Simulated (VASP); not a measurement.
# InRu3 (P6_3/mmc) in VASP: single point with PBE

Aim: the single point of InRu3 with PBE.

All numbers are computed with VASP 6.6.1; they aren't measurements. Logs are shortened: lines on timing, memory, paths and dates and some standing lists are left out, and cuts for length are marked.

**1. The cell of the first run**

Symmetry: P6_3/mmc, No. 194, hexagonal system. Conventional cell: a = 5.628 Å, b = 5.628 Å, c = 4.533 Å, α = 90.00°, β = 90.00°, γ = 120.00°. In (site symmetry -6m2) has 12 Ru at 2.80 to 2.81 Å within 3.7 Å. Within 3.7 Å of Ru (site symmetry mm2) lie 8 Ru at 2.78 to 2.84 Å and 4 In at 2.80 to 2.81 Å.

**2. Single point, PBE**

Input file INCAR:

```
SYSTEM = InRu3
ALGO = Fast
EDIFF = 1E-6
ENCUT = 520
GGA = PE
ISIF = 2
ISMEAR = -1
LASPH = .TRUE.
LCHARG = .FALSE.
LREAL = .FALSE.
LWAVE = .FALSE.
NBANDS = 65
NELM = 60
PREC = Accurate
SIGMA = 0.05
```

Input file KPOINTS:

```
k-points
0
G
  6 6 6
  0 0 0
```

Input file POSCAR:

```
InRu3
1.0
    5.6282079542      0.0000000000      0.0000000000
   -2.8141039771      4.8741710661      0.0000000000
    0.0000000000      0.0000000000      4.5330020000
In Ru
2 6
Direct
    0.3333333333      0.6666666667      0.7500000000
    0.6666666667      0.3333333333      0.2500000000
    0.8347579950      0.1652420050      0.7500000000
    0.3304840100      0.1652420050      0.7500000000
    0.8347579950      0.6695159900      0.7500000000
    0.1652420050      0.8347579950      0.2500000000
    0.6695159900      0.8347579950      0.2500000000
    0.1652420050      0.3304840100      0.2500000000
```

Potentials or basis: VASP PAW PBE potentials, release 64 (In_d, Ru_pv).

Launch:

```
> cat potpaw_PBE.64/In_d/POTCAR potpaw_PBE.64/Ru_pv/POTCAR > POTCAR
> mpirun -np 1 vasp_std > vasp.out
```

OUTCAR:

```text
SYSTEM = InRu3
   EDIFF = 1E-6
   ENCUT = 520
   GGA = PE
   ISIF = 2
   ISMEAR = -1
   LASPH = .TRUE.
   LREAL = .FALSE.
   NELM = 60
   PREC = Accurate

 ion  position               nearest neighbor table
   1  0.333  0.667  0.750-   6 2.80   6 2.80   8 2.80   8 2.80   7 2.80   7 2.80   4 2.81   5 2.81
                             3 2.81   3 2.81   4 2.81   5 2.81   2 3.96   2 3.96   2 3.96   2 3.96
   2  0.667  0.333  0.250-   3 2.80   3 2.80   5 2.80   5 2.80   4 2.80   4 2.80   7 2.81   8 2.81
                             6 2.81   6 2.81   7 2.81   8 2.81   1 3.96   1 3.96   1 3.96   1 3.96
   3  0.835  0.165  0.750-   7 2.78   7 2.78   8 2.78   8 2.78   5 2.79   4 2.79   2 2.80   2 2.80
                             1 2.81   1 2.81   5 2.84   4 2.84
   4  0.330  0.165  0.750-   6 2.78   6 2.78   8 2.78   8 2.78   5 2.79   3 2.79   2 2.80   2 2.80
                             1 2.81   1 2.81   5 2.84   3 2.84
   5  0.835  0.670  0.750-   7 2.78   7 2.78   6 2.78   6 2.78   3 2.79   4 2.79   2 2.80   2 2.80
                             1 2.81   1 2.81   3 2.84   4 2.84
   6  0.165  0.835  0.250-   4 2.78   4 2.78   5 2.78   5 2.78   8 2.79   7 2.79   1 2.80   1 2.80
                             2 2.81   2 2.81   8 2.84   7 2.84
   7  0.670  0.835  0.250-   3 2.78   3 2.78   5 2.78   5 2.78   8 2.79   6 2.79   1 2.80   1 2.80
                             2 2.81   2 2.81   8 2.84   6 2.84
   8  0.165  0.330  0.250-   4 2.78   4 2.78   3 2.78   3 2.78   6 2.79   7 2.79   1 2.80   1 2.80
                             2 2.81   2 2.81   6 2.84   7 2.84

  LATTYP: Found a hexagonal cell.
 ALAT       =     5.6282079542
 C/A-ratio  =     0.8054076958

  Lattice vectors:

 A1 = (   5.6282079542,   0.0000000000,   0.0000000000)
 A2 = (  -2.8141039771,   4.8741710661,   0.0000000000)
 A3 = (   0.0000000000,   0.0000000000,   4.5330020000)

Analysis of symmetry for initial positions (statically):
=====================================================================
 Subroutine PRICEL returns:
 Original cell was already a primitive cell.

 Routine SETGRP: Setting up the symmetry group for a
 hexagonal supercell.

 Subroutine GETGRP returns: Found 24 space group operations
 (whereof 12 operations were pure point group operations)
 out of a pool of 24 trial point group operations.

The static configuration has the point symmetry D_3d.
 The point group associated with its full space group is D_6h.

Analysis of symmetry for dynamics (positions and initial velocities):
=====================================================================
 Subroutine PRICEL returns:
 Original cell was already a primitive cell.

 Routine SETGRP: Setting up the symmetry group for a
 hexagonal supercell.

[... 128 lines left out ...]
   NELECT =     110.0000    total number of electrons
   NUPDOWN=      -1.0000    fix difference up-down
   EMIN   =  10.00;   EMAX   =-10.00  energy-range for DOS
   EFERMI =   0.00;   METHOD = LEGACY
   ISMEAR =    -1;   SIGMA  =   0.05  broadening in eV -4-tet -1-fermi 0-gaus
   EFERMI_NEDOS =   21; number of points for ismear=-14 and -15
   IALGO  =     68    algorithm
   IMIX   =      4    mixing-type and parameters
     AMIX     =   0.40;   BMIX     =  1.00
     AMIX_MAG =   1.60;   BMIX_MAG =  1.00
  volume/ion in A,a.u.               =      15.54       104.90
  Fermi-wavevector in a.u.,A,eV,Ry     =   1.571521  2.969744 33.602002  2.469677
  Thomas-Fermi vector in A             =   2.673092
   LORBIT       =      0    0 simple, 1 ext, 2 COOP (PROOUT), +10 PAW based schemes
   GGA     = PE    functional components
   LHFCALC =     F    Hartree Fock is set to
   AEXX    =    0.0000 exact exchange contribution
   IVDW    =     0    specifies the selected vdW correction
   LEPSILON=     F    determine dielectric tensor
   LRPA    =     F    only Hartree local field effects (RPA)
 non-spin polarized calculation
 RMM-DIIS sequential band-by-band and
  energy-cutoff  :      520.00
  volume of cell :      124.35
 maximum number of plane-waves:      3377
 NGX is ok and might be reduce to    42
   NGX = 21   NGY = 21   NGZ = 17

 number of electron     110.0000001 magnetization

 Free energy of the ion-electron system (eV)
  ---------------------------------------------------
  ext. energy  EPLUGINS =         0.00000000
  ---------------------------------------------------
  free energy    TOTEN  =       -57.79854526 eV

  energy without entropy =      -57.66927820  energy(sigma->0) =      -57.73391173

 E-fermi :  11.4263     XC(G=0): -13.1837

 val. band max:       11.4153059696   @ k =   0.1667   0.1667   0.3333
 cond. band min:      11.4278961853   @ k =   0.5000   0.0000   0.0000
 fundamental gap:      0.0125902157
 Fermi energy:        11.4263369580

 k-point     1 :       0.0000    0.0000    0.0000
  band No.  band energies     occupation
      1     -31.4148      2.00000
      2     -31.4008      2.00000
      3     -31.3001      2.00000
      4     -31.2216      2.00000
      5     -31.2216      2.00000
      6     -31.1903      2.00000
[... 1621 lines left out ...]
     64      13.6460      0.00000
     65      14.3220      0.00000

 [... further k-points ...]

------------------------ aborting loop because EDIFF is reached ----------------------------------------

  FORCE on cell =-STRESS in cart. coord.  units (eV):
  Direction    XX          YY          ZZ          XY          YZ          ZX
  --------------------------------------------------------------------------------------
  -------------------------------------------------------------------------------------
  Total       -1.4241674     -1.4241674     -1.4428620      0.0000000     -0.0000000      0.0000000
  in kB      -18.3491011    -18.3491011    -18.5899646      0.0000000     -0.0000000      0.0000000
  external PRESSURE =     -18.4293890 kB  Pullay stress =       0.0000000 kB

 VOLUME and BASIS-vectors are now :
 -----------------------------------------------------------------------------
  energy-cutoff  :      520.00
  volume of cell :      124.35
      direct lattice vectors                 reciprocal lattice vectors
     5.628207954  0.000000000  0.000000000     0.177676448  0.102581545  0.000000000
    -2.814103977  4.874171066  0.000000000     0.000000000  0.205163091  0.000000000
     0.000000000  0.000000000  4.533002000     0.000000000  0.000000000  0.220604359

 POSITION                                       TOTAL-FORCE (eV/Angst)
 -----------------------------------------------------------------------------------
     -0.00000      3.24945      3.39975        -0.000000      0.000000      0.000000
      2.81410      1.62472      1.13325        -0.000000      0.000000      0.000000
      4.23318      0.80542      3.39975         0.060091     -0.034693      0.000000
      1.39502      0.80542      3.39975        -0.060091     -0.034693      0.000000
      2.81410      3.26334      3.39975        -0.000000      0.069387     -0.000000
     -1.41908      4.06875      1.13325        -0.060091      0.034693     -0.000000
      1.41908      4.06875      1.13325         0.060091      0.034693     -0.000000
      0.00000      1.61084      1.13325        -0.000000     -0.069387      0.000000
 -----------------------------------------------------------------------------------
    total drift:                               -0.000001      0.000000     -0.000000

  FREE ENERGIE OF THE ION-ELECTRON SYSTEM (eV)
  ---------------------------------------------------
  free  energy   TOTEN  =       -57.7985452601 eV

  energy  without entropy=      -57.6692781984  energy(sigma->0) =      -57.73391173
```

Wall time 6.7 min (1 thread of Intel Xeon 8259CL, shared host); peak memory 0.35 GiB.

What came out:

```yaml
Free_energy: -57.7985 eV
Pressure: -1.8 GPa
Largest_force: 0.069 eV/Å
Band_gap_on_the_k_mesh: zero (bands 55 and 56 overlap by 0.47 eV)
```

Forces on the atoms (eV/Å):
```
In   0.000  0.000  0.000
In   0.000  0.000  0.000
Ru   0.060 -0.035  0.000
Ru  -0.060 -0.035  0.000
Ru   0.000  0.069  0.000
Ru  -0.060  0.035  0.000
Ru   0.060  0.035  0.000
Ru   0.000 -0.069  0.000
```

Caveat: spin-orbit coupling is left out, which moves the levels of the heavy elements.
